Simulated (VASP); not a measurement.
# ZnS (F-43m) in VASP: notebook

ZnS is run at these levels: r2SCAN; tasks: single point.

Everything below comes from runs of VASP 6.6.1. Logs are shortened: lines on timing, memory, paths and dates and some standing lists are left out, and cuts for length are marked.

## (1) The cell of the first run

The structure is cubic, space group F-43m (No. 216). Conventional cell: a = 5.278 Å, b = 5.278 Å, c = 5.278 Å, α = 90.00°, β = 90.00°, γ = 90.00°. Within 3.0 Å of Zn (site symmetry -43m) lie 4 S at 2.29 Å. Within 3.0 Å of S (site symmetry -43m) lie 4 Zn at 2.29 Å.

## (2) Single point, r2SCAN (volume changed by -6%)

The input, POSCAR:

```
ZnS
1.0
    0.0000000000      2.6390890575      2.6390890575
    2.6390890575      0.0000000000      2.6390890575
    2.6390890575      2.6390890575      0.0000000000
Zn S
1 1
Direct
    0.0000000000      0.0000000000      0.0000000000
    0.2500000000      0.2500000000      0.2500000000
```

The input, INCAR.step1:

```
PREC = Accurate
ENCUT = 520
ISMEAR = 0
SIGMA = 0.01
LREAL = F
LASPH = T
NELM = 80
NBANDS = 16
GGA = PE
ALGO = Normal
EDIFF = 1E-4
LWAVE = T
LCHARG = F
```

The input, INCAR.step2:

```
PREC = Accurate
ENCUT = 520
EDIFF = 1E-6
ISMEAR = 0
SIGMA = 0.01
LREAL = F
LASPH = T
NELM = 80
ALGO = Normal
ISIF = 2
LWAVE = F
LCHARG = T
METAGGA = R2SCAN
LMIXTAU = T
LELF = T
LVHAR = T
NBANDS = 16
ISTART = 1
```

The input, KPOINTS:

```
regular mesh
0
Gamma
  6 6 6
```

Potentials or basis: VASP PAW PBE potentials, release 64 (Zn, S).

Launch:

```console
$ cat potpaw_PBE.64/Zn/POTCAR potpaw_PBE.64/S/POTCAR > POTCAR
$ cp INCAR.step1 INCAR
$ mpirun -np 1 vasp_std > vasp.out
$ cp INCAR.step2 INCAR
$ mpirun -np 1 vasp_std > vasp.out
```

OUTCAR:

```text
PREC = Accurate
   ENCUT = 520
   EDIFF = 1E-6
   ISMEAR = 0
   LREAL = F
   LASPH = T
   NELM = 80
   ISIF = 2
   METAGGA = R2SCAN
   ISTART = 1

 ion  position               nearest neighbor table
   1  0.000  0.000  0.000-   2 2.29   2 2.29   2 2.29   2 2.29
   2  0.250  0.250  0.250-   1 2.29   1 2.29   1 2.29   1 2.29

  LATTYP: Found a face centered cubic cell.
 ALAT       =     5.2781781150

  Lattice vectors:

 A1 = (   0.0000000000,   2.6390890575,   2.6390890575)
 A2 = (   2.6390890575,   0.0000000000,   2.6390890575)
 A3 = (   2.6390890575,   2.6390890575,   0.0000000000)

Analysis of symmetry for initial positions (statically):
=====================================================================
 Subroutine PRICEL returns:
 Original cell was already a primitive cell.

 Routine SETGRP: Setting up the symmetry group for a
 face centered cubic supercell.

 Subroutine GETGRP returns: Found 24 space group operations
 (whereof 24 operations were pure point group operations)
 out of a pool of 48 trial point group operations.

The static configuration has the point symmetry T_d .

Analysis of symmetry for dynamics (positions and initial velocities):
=====================================================================
 Subroutine PRICEL returns:
 Original cell was already a primitive cell.

 Routine SETGRP: Setting up the symmetry group for a
 face centered cubic supercell.

 Subroutine GETGRP returns: Found 24 space group operations
 (whereof 24 operations were pure point group operations)
 out of a pool of 48 trial point group operations.

The dynamic configuration has the point symmetry T_d .

 Subroutine INISYM returns: Found 24 space group operations
 (whereof 24 operations are pure point group operations),
 and found     1 'primitive' translations

----------------------------------------------------------------------------------------

                                     Primitive cell

  volume of cell :      36.7614

  direct lattice vectors                    reciprocal lattice vectors
     0.000000000  2.639089058  2.639089058    -0.189459313  0.189459313  0.189459313
     2.639089058  0.000000000  2.639089058     0.189459313 -0.189459313  0.189459313
     2.639089058  2.639089058  0.000000000     0.189459313  0.189459313 -0.189459313

  length of vectors
     3.732235537  3.732235537  3.732235537     0.328153156  0.328153156  0.328153156

  position of ions in fractional coordinates (direct lattice)
     0.000000000  0.000000000  0.000000000
     0.250000000  0.250000000  0.250000000

  ion indices of the primitive-cell ions
   primitive index   ion index
                 1           1
                 2           2

----------------------------------------------------------------------------------------

 KPOINTS: regular mesh

Automatic generation of k-mesh.
 Grid dimensions read from file:
 generate k-points for:    6    6    6

 Generating k-lattice:

  Cartesian coordinates                     Fractional coordinates (reciprocal lattice)
    -0.031576552  0.031576552  0.031576552     0.166666667  0.000000000  0.000000000
     0.031576552 -0.031576552  0.031576552     0.000000000  0.166666667  0.000000000
     0.031576552  0.031576552 -0.031576552     0.000000000  0.000000000  0.166666667

  Length of vectors
     0.054692193  0.054692193  0.054692193

  Shift w.r.t. Gamma in fractional coordinates (k-lattice)
     0.000000000  0.000000000  0.000000000

 Subroutine IBZKPT returns following result:
 ===========================================

 Found     16 irreducible k-points:

 Following reciprocal coordinates:
            Coordinates               Weight
  0.000000  0.000000  0.000000      1.000000
  0.166667  0.000000  0.000000      8.000000
  0.333333  0.000000  0.000000      8.000000
  0.500000  0.000000  0.000000      4.000000
  0.166667  0.166667  0.000000      6.000000
  0.333333  0.166667  0.000000     24.000000
[... 8 lines left out ...]
 -0.333333  0.333333  0.166667     24.000000
 -0.333333  0.500000  0.166667     12.000000
   k-points           NKPTS =     16   k-points in BZ     NKDIM =     16   number of bands    NBANDS=     16
   number of dos      NEDOS =    301   number of ions     NIONS =      2
   total plane-waves  NPLWV =  21952
   dimension x,y,z NGX =    28 NGY =   28 NGZ =   28
   dimension x,y,z NGXF=    56 NGYF=   56 NGZF=   56
   ions per type =               1   1
   NGX,Y,Z   is equivalent  to a cutoff of  12.47, 12.47, 12.47 a.u.
   NGXF,Y,Z  is equivalent  to a cutoff of  24.94, 24.94, 24.94 a.u.
 SYSTEM =  unknown system
   PREC   = accura    normal or accurate (medium, high low for compatibility)
   ISTART =      1    job   : 0-new  1-cont  2-samecut
   ICHARG =      0    charge: 1-file 2-atom 10-const
   ISPIN  =      1    spin polarized calculation?
   LNONCOLLINEAR =      F non collinear calculations
   LSORBIT =      F    spin-orbit coupling
   LASPH  =      T    aspherical Exc in radial PAW
   ENCUT  =  520.0 eV  38.22 Ry    6.18 a.u.   6.94  6.94  6.94*2*pi/ulx,y,z
   NELM   =     80;   NELMIN=  2; NELMDL=  0     # of ELM steps
   EDIFF  = 0.1E-05   stopping-criterion for ELM
   LREAL  =      F    real-space projection
   EDIFFG = 0.1E-04   stopping-criterion for IOM
   NSW    =      0    number of steps for IOM
   IBRION =     -1    ionic relax: 0-MD 1-quasi-New 2-CG
   NFREE  =      0    steps in history (QN), initial steepest desc. (CG)
   ISIF   =      2    stress and relaxation
   ISYM   =      2    0-nonsym 1-usesym 2-fastsym
   POTIM  = 0.5000    time-step for ionic-motion
   TEBEG  =    0.0;   TEEND  =   0.0 temperature during run
   PSTRESS=    0.0 pullay stress
   NELECT =      18.0000    total number of electrons
   NUPDOWN=      -1.0000    fix difference up-down
   EMIN   =  10.00;   EMAX   =-10.00  energy-range for DOS
   EFERMI =   0.00;   METHOD = LEGACY
   ISMEAR =     0;   SIGMA  =   0.01  broadening in eV -4-tet -1-fermi 0-gaus
   EFERMI_NEDOS =   21; number of points for ismear=-14 and -15
   IALGO  =     38    algorithm
   IMIX   =      4    mixing-type and parameters
     AMIX     =   0.40;   BMIX     =  1.00
     AMIX_MAG =   1.60;   BMIX_MAG =  1.00
  volume/ion in A,a.u.               =      18.38       124.04
  Fermi-wavevector in a.u.,A,eV,Ry     =   1.290332  2.438375 22.653127  1.664958
  Thomas-Fermi vector in A             =   2.422170
   LORBIT       =      0    0 simple, 1 ext, 2 COOP (PROOUT), +10 PAW based schemes
   METAGGA = R2SCAN    functional components
   LHFCALC =     F    Hartree Fock is set to
   AEXX    =    0.0000 exact exchange contribution
   IVDW    =     0    specifies the selected vdW correction
   LEPSILON=     F    determine dielectric tensor
   LRPA    =     F    only Hartree local field effects (RPA)
 non-spin polarized calculation
 Gauss-broadening in eV      SIGMA  =   0.01
  energy-cutoff  :      520.00
  volume of cell :       36.76
 maximum number of plane-waves:      1002
   NGX = 13   NGY = 13   NGZ = 13

 number of electron      18.0000007 magnetization

 Free energy of the ion-electron system (eV)
  ---------------------------------------------------
  ext. energy  EPLUGINS =         0.00000000
  ---------------------------------------------------
  free energy    TOTEN  =       -18.82466042 eV

  energy without entropy =      -18.82466042  energy(sigma->0) =      -18.82466042

 E-fermi :   2.6482     XC(G=0): -10.6467

 val. band max:        2.5270431276   @ k =   0.0000   0.0000   0.0000
 cond. band min:       5.5378940424   @ k =   0.0000   0.0000   0.0000
 fundamental gap:      3.0108509147
 Fermi energy:         2.6481698908

 k-point     1 :       0.0000    0.0000    0.0000
  band No.  band energies     occupation
      1     -11.6859      2.00000
      2      -4.2882      2.00000
      3      -4.2882      2.00000
      4      -4.2882      2.00000
      5      -3.6472      2.00000
      6      -3.6472      2.00000
[... 8 lines left out ...]
     15      14.9033      0.00000
     16      15.5071      0.00000

 k-point     2 :       0.1667    0.0000    0.0000
  band No.  band energies     occupation
      1     -11.4520      2.00000
      2      -4.2877      2.00000
      3      -4.2451      2.00000
      4      -4.2450      2.00000
      5      -3.6496      2.00000
      6      -3.6495      2.00000
[... 8 lines left out ...]
     15      14.0579      0.00000
     16      16.1622      0.00000

 k-point     3 :       0.3333    0.0000    0.0000
  band No.  band energies     occupation
      1     -10.9163      2.00000
      2      -4.1718      2.00000
      3      -4.1717      2.00000
      4      -4.1355      2.00000
      5      -3.6336      2.00000
      6      -3.6335      2.00000
[... 8 lines left out ...]
     15      14.7932      0.00000
     16      15.2390      0.00000

 k-point     4 :       0.5000    0.0000    0.0000
  band No.  band energies     occupation
      1     -10.6020      2.00000
      2      -4.1446      2.00000
      3      -4.1445      2.00000
      4      -3.6115      2.00000
      5      -3.6114      2.00000
      6      -3.4645      2.00000
[... 8 lines left out ...]
     15      16.7670      0.00000
     16      16.7671      0.00000
[... 172 lines left out ...]
 k-point    14 :       0.5000    0.3333    0.1667
  band No.  band energies     occupation
      1     -10.5421      2.00000
      2      -4.1996      2.00000
      3      -4.0678      2.00000
      4      -3.9372      2.00000
      5      -3.6234      2.00000
      6      -3.5716      2.00000
[... 8 lines left out ...]
     15      17.6036      0.00000
     16      18.3147      0.00000

 k-point    15 :      -0.3333    0.3333    0.1667
  band No.  band energies     occupation
      1     -10.3272      2.00000
      2      -4.1369      2.00000
      3      -4.0153      2.00000
      4      -3.7261      2.00000
      5      -3.6689      2.00000
      6      -3.2953      2.00000
[... 8 lines left out ...]
     15      17.4135      0.00000
     16      18.0834      0.00000

 k-point    16 :      -0.3333    0.5000    0.1667
  band No.  band energies     occupation
      1     -10.2290      2.00000
      2      -4.2013      2.00000
      3      -3.9173      2.00000
      4      -3.8165      2.00000
      5      -3.6228      2.00000
      6      -3.2339      2.00000
[... 8 lines left out ...]
     15      17.3732      0.00000
     16      18.5995      0.00000

------------------------ aborting loop because EDIFF is reached ----------------------------------------

  FORCE on cell =-STRESS in cart. coord.  units (eV):
  Direction    XX          YY          ZZ          XY          YZ          ZX
  --------------------------------------------------------------------------------------
  -------------------------------------------------------------------------------------
  Total        1.2995047      1.2995047      1.2995047      0.0000000      0.0000000      0.0000000
  in kB       56.6364883     56.6364883     56.6364883      0.0000000      0.0000000      0.0000000
  external PRESSURE =      56.6364883 kB  Pullay stress =       0.0000000 kB

 VOLUME and BASIS-vectors are now :
 -----------------------------------------------------------------------------
  energy-cutoff  :      520.00
  volume of cell :       36.76
      direct lattice vectors                 reciprocal lattice vectors
     0.000000000  2.639089058  2.639089058    -0.189459313  0.189459313  0.189459313
     2.639089058  0.000000000  2.639089058     0.189459313 -0.189459313  0.189459313
     2.639089058  2.639089058  0.000000000     0.189459313  0.189459313 -0.189459313

 POSITION                                       TOTAL-FORCE (eV/Angst)
 -----------------------------------------------------------------------------------
      0.00000      0.00000      0.00000         0.000000      0.000000      0.000000
      1.31954      1.31954      1.31954        -0.000000     -0.000000     -0.000000
 -----------------------------------------------------------------------------------
    total drift:                                0.000020      0.000020      0.000021

  FREE ENERGIE OF THE ION-ELECTRON SYSTEM (eV)
  ---------------------------------------------------
  free  energy   TOTEN  =       -18.8246604183 eV

  energy  without entropy=      -18.8246604183  energy(sigma->0) =      -18.82466042
```

Wall time 28 s (1 thread of Intel Xeon 6975P-C (Granite Rapids), shared host); peak memory 0.16 GiB.

Results:

```yaml
Free_energy: -18.8247 eV
Pressure: 5.7 GPa
Band_gap_on_the_k_mesh: 3.01 eV, direct
```

Caveat: the cell differs from its parent crystal (volume changed by -6%); the PAW data sets were made with another functional, which shifts forces and pressure a little.

## (3) Single point, r2SCAN (volume changed by -3%)

The input, POSCAR:

```
ZnS
1.0
    0.0000000000      2.6668709840      2.6668709840
    2.6668709840      0.0000000000      2.6668709840
    2.6668709840      2.6668709840      0.0000000000
Zn S
1 1
Direct
    0.0000000000      0.0000000000      0.0000000000
    0.2500000000      0.2500000000      0.2500000000
```

The input, INCAR.step1:

```
SYSTEM = ZnS
  ALGO = Normal
  EDIFF = 1E-4
  ENCUT = 520
  GGA = PE
  ISMEAR = 0
  LASPH = .True.
  LCHARG = .False.
  LREAL = .False.
  LWAVE = .True.
  NBANDS = 16
  NELM = 60
  PREC = Accurate
  SIGMA = 0.01
```

The input, INCAR.step2:

```
SYSTEM = ZnS
  ALGO = Normal
  EDIFF = 1E-6
  ENCUT = 520
  ISIF = 2
  ISMEAR = 0
  ISTART = 1
  LASPH = .True.
  LCHARG = .False.
  LMIXTAU = .True.
  LREAL = .False.
  LWAVE = .False.
  METAGGA = R2SCAN
  NBANDS = 16
  NELM = 60
  PREC = Accurate
  SIGMA = 0.01
```

The input, KPOINTS:

```
k-points
0
Gamma
  6 6 6
  0 0 0
```

Potentials or basis: VASP PAW PBE potentials, release 64 (Zn, S).

Launch:

```console
$ cat potpaw_PBE.64/Zn/POTCAR potpaw_PBE.64/S/POTCAR > POTCAR
$ cp INCAR.step1 INCAR
$ mpirun -np 1 vasp_std > vasp.out
$ cp INCAR.step2 INCAR
$ mpirun -np 1 vasp_std > vasp.out
```

Run time: 25 s. Hardware: 1 thread of Intel Xeon 6975P-C (Granite Rapids), shared host; peak memory 0.16 GiB.

It converged, with:

```yaml
Free_energy: -18.8545 eV
Pressure: 2.6 GPa
Band_gap_on_the_k_mesh: 2.86 eV, direct
```

Levels at points of the mesh, in eV from the valence-band top:
| k point | band 5 | band 6 | band 7 | band 8 | band 9 | band 10 | band 11 | band 12 | band 13 | band 14 |
| --- | --- | --- | --- | --- | --- | --- | --- | --- | --- | --- |
| (0.00, 0.00, 0.00) | -6.07 | -6.07 | 0.00 | 0.00 | 0.00 | 2.86 | 6.87 | 6.87 | 6.87 | 12.35 |
| (0.50, 0.00, 0.00) | -6.04 | -5.86 | -5.67 | -0.95 | -0.95 | 3.89 | 7.36 | 7.36 | 9.57 | 13.08 |
| (0.50, 0.50, 0.00) | -5.98 | -5.84 | -4.78 | -2.43 | -2.43 | 3.64 | 4.47 | 12.08 | 13.10 | 13.10 |

Caveat: the cell differs from its parent crystal (volume changed by -3%); the PAW data sets were made with another functional, which shifts forces and pressure a little.

## (4) Single point, r2SCAN

This run uses another cell than the first one, of 19.55 Å³/atom, 1.064 times its volume.

The input, POSCAR:

```
ZnS
1.0
    0.0000000000      2.6940858328      2.6940858328
    2.6940858328      0.0000000000      2.6940858328
    2.6940858328      2.6940858328      0.0000000000
Zn S
1 1
Direct
    0.0000000000      0.0000000000      0.0000000000
    0.2500000000      0.2500000000      0.2500000000
```

The input, INCAR.step1:

```
SYSTEM = ZnS
ALGO = Normal
EDIFF = 1E-4
ENCUT = 520
GGA = PE
ISMEAR = 0
LASPH = .True.
LCHARG = .False.
LREAL = .False.
LWAVE = .True.
NBANDS = 16
NELM = 80
PREC = Accurate
SIGMA = 0.01
```

The input, INCAR.step2:

```
SYSTEM = ZnS
ALGO = Normal
EDIFF = 1E-6
ENCUT = 520
ISIF = 2
ISMEAR = 0
ISTART = 1
LASPH = .True.
LCHARG = .True.
LELF = .True.
LMIXTAU = .True.
LREAL = .False.
LVHAR = .True.
LWAVE = .False.
METAGGA = R2SCAN
NBANDS = 16
NELM = 80
PREC = Accurate
SIGMA = 0.01
```

KPOINTS is that of step 3.

Launch:

```console
$ cat potpaw_PBE.64/Zn/POTCAR potpaw_PBE.64/S/POTCAR > POTCAR
$ cp INCAR.step1 INCAR
$ mpirun -np 1 vasp_std > vasp.out
$ cp INCAR.step2 INCAR
$ mpirun -np 1 vasp_std > vasp.out
```

Run time: 28 s. Hardware: 1 thread of Intel Xeon 6975P-C (Granite Rapids), shared host; peak memory 0.16 GiB.

Results (log left out):

| Quantity | Value |
| --- | --- |
| Free energy | -18.8639 eV |
| Pressure | 0.1 GPa |
| Band gap on the k mesh | 2.71 eV, direct |

Levels at points of the mesh, in eV from the valence-band top:
| k point | band 5 | band 6 | band 7 | band 8 | band 9 | band 10 | band 11 | band 12 | band 13 | band 14 |
| --- | --- | --- | --- | --- | --- | --- | --- | --- | --- | --- |
| (0.00, 0.00, 0.00) | -5.98 | -5.98 | 0.00 | 0.00 | 0.00 | 2.71 | 6.89 | 6.89 | 6.89 | 12.31 |
| (0.50, 0.00, 0.00) | -5.95 | -5.78 | -5.46 | -0.90 | -0.90 | 3.83 | 7.39 | 7.39 | 9.45 | 12.91 |
| (0.50, 0.50, 0.00) | -5.90 | -5.76 | -4.65 | -2.31 | -2.31 | 3.71 | 4.48 | 11.83 | 12.88 | 12.88 |

Caveat: the PAW data sets were made with another functional, which shifts forces and pressure a little. r2SCAN opens gaps a little over a GGA but as a rule still falls short of measured ones.

## (5) The runs side by side

| cell | gap on the mesh (eV) | pressure (GPa) |
| --- | --- | --- |
| a = 3.732 Å, angles 60.0°, 2 atoms | 3.01 | 5.7 |
| a = 3.772 Å, angles 60.0°, 2 atoms | 2.86 | 2.6 |
| a = 3.810 Å, angles 60.0°, 2 atoms | 2.71 | 0.1 |

Alike in all rows: task single point; level r2SCAN; potentials or basis VASP PAW PBE potentials, release 64 (Zn, S); no spin polarisation; k mesh 6 × 6 × 6; cutoff (eV) 520; smearing gaussian 0.01 eV.

Caveats: the PAW data sets were made with another functional, which shifts forces and pressure a little.

Absolute energies hang on the potentials; compare differences alone.
